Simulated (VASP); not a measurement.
A run of VASP 6.6.1 is set up as follows.

Contents of INCAR:

```
SYSTEM = K
ALGO = Normal
EDIFF = 1E-6
ENCUT = 500
GGA = PS
GGA_COMPAT = .FALSE.
ISIF = 2
ISMEAR = -1
LASPH = .TRUE.
LCHARG = .TRUE.
LELF = .TRUE.
LREAL = .FALSE.
LVHAR = .TRUE.
LWAVE = .FALSE.
NBANDS = 20
NELM = 120
PREC = Accurate
SIGMA = 0.05
```

Contents of KPOINTS:

```
k-points
0
G
  7 7 7
  0 0 0
```

Contents of POSCAR:

```
K
1.0
    2.3932140000      1.3817227471     11.6385730000
   -2.3932140000      1.3817227471     11.6385730000
    0.0000000000     -2.7634454943     11.6385730000
K
3
Direct
    0.0000000000      0.0000000000      0.0000000000
    0.7777416667      0.7777416667      0.7777416667
    0.2222583333      0.2222583333      0.2222583333
```

Potentials or basis: VASP PAW PBE potentials, release 64 (K_sv).

Launch:

```console
$ cat potpaw_PBE.64/K_sv/POTCAR > POTCAR
$ mpirun -np 1 vasp_std > vasp.out
```

(1) Estimate the pressure.

(2) What does it give for the band gap on the k mesh?

Answers

(1) -0.3 GPa.

(2) zero (an odd number of electrons rules out a gap without spin polarisation).

Caveat: the PAW data sets were made with another functional, which shifts forces and pressure a little.
